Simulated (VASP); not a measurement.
Input of a VASP 6.6.1 run:

INCAR

```
SYSTEM = NbTl3Te6
PREC = Accurate ; ENCUT = 520
EDIFF = 1E-6 ; ISMEAR = 0
SIGMA = 0.1 ; LREAL = .FALSE.
LASPH = .TRUE. ; NELM = 100
ALGO = Normal ; ISIF = 2
LWAVE = .FALSE. ; LCHARG = .FALSE.
GGA = PE ; NBANDS = 55
```

KPOINTS

```
regular mesh
0
G
  4 4 4
  0 0 0
```

File POSCAR:

```
NbTl3Te6
1.0
    0.0000000000      5.8148255100      5.8148255100
    5.8148255100      0.0000000000      5.8148255100
    5.8148255100      5.8148255100      0.0000000000
Nb Tl Te
1 3 6
Direct
    0.0000000000      0.0000000000      0.0000000000
    0.7500000000      0.7500000000      0.7500000000
    0.2500000000      0.2500000000      0.2500000000
    0.5000000000      0.5000000000      0.5000000000
    0.7659015100      0.2340984900      0.2340984900
    0.2340984900      0.2340984900      0.7659015100
    0.2340984900      0.7659015100      0.7659015100
    0.2340984900      0.7659015100      0.2340984900
    0.7659015100      0.2340984900      0.7659015100
    0.7659015100      0.7659015100      0.2340984900
```

Potentials or basis: VASP PAW PBE potentials, release 64 (Nb_sv, Tl_d, Te).

Launch:

```console
$ cat potpaw_PBE.64/Nb_sv/POTCAR potpaw_PBE.64/Tl_d/POTCAR potpaw_PBE.64/Te/POTCAR > POTCAR
$ mpirun -np 1 vasp_std > vasp.out
```

**Question.** What does it give for the largest force?

**Answer.** 0.199 eV/Å.

**Question.** Estimate the band gap on the k mesh.

**Answer.** Zero (band 44 reaches 3.97 eV, above the bottom of band 45 at 3.33 eV).

**Question.** Estimate the pressure.

**Answer.** 0.2 GPa.

Forces on the atoms (eV/Å):
```
Nb   0.000  0.000  0.000
Tl   0.000  0.000  0.000
Tl   0.000  0.000  0.000
Tl   0.000  0.000  0.000
Te   0.199  0.000  0.000
Te   0.000  0.000  0.199
Te  -0.199  0.000  0.000
Te   0.000  0.199  0.000
Te   0.000 -0.199  0.000
Te   0.000  0.000 -0.199
```

Caveat: spin-orbit coupling is left out, which moves the levels of the heavy elements.
